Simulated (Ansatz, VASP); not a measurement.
One calculation of W, two programs

```
W
1.0
    -1.57716    1.57716    1.57716
     1.57716   -1.57716    1.57716
     1.57716    1.57716   -1.57716
W
1
Direct
  0.00000 0.00000 0.00000
```

Alike in both runs: functional PBEsol; k mesh 18 × 18 × 18; occupations gaussian, width 0.1 eV; no spin polarisation.

Ansatz relaxed the structure, and its values are those at the end. VASP's run is a single point on that final structure, the one shown.

|  | VASP | Ansatz |
| --- | --- | --- |
| version | VASP 6.6.1 | Ansatz 0.2.0 |
| potentials or method | VASP PAW PBE potentials, release 64 (W_sv), cutoff 520 eV | scalar-relativistic, plane waves, PAW |
| valence electrons in the cell | 14 | 14 |

Ansatz gave:

- gap on the k mesh at the Fermi level (eV): none
- pressure (GPa): 0.0

**Question.** What did VASP give for the same quantities?

**Answer.** gap on the k mesh at the Fermi level (eV): none; pressure (GPa): 0.7.

VASP's potentials were made for PBE, not for PBEsol. A gap of «none» marks a metal or a gap that the smearing closes.

Neither program's run includes spin-orbit coupling.
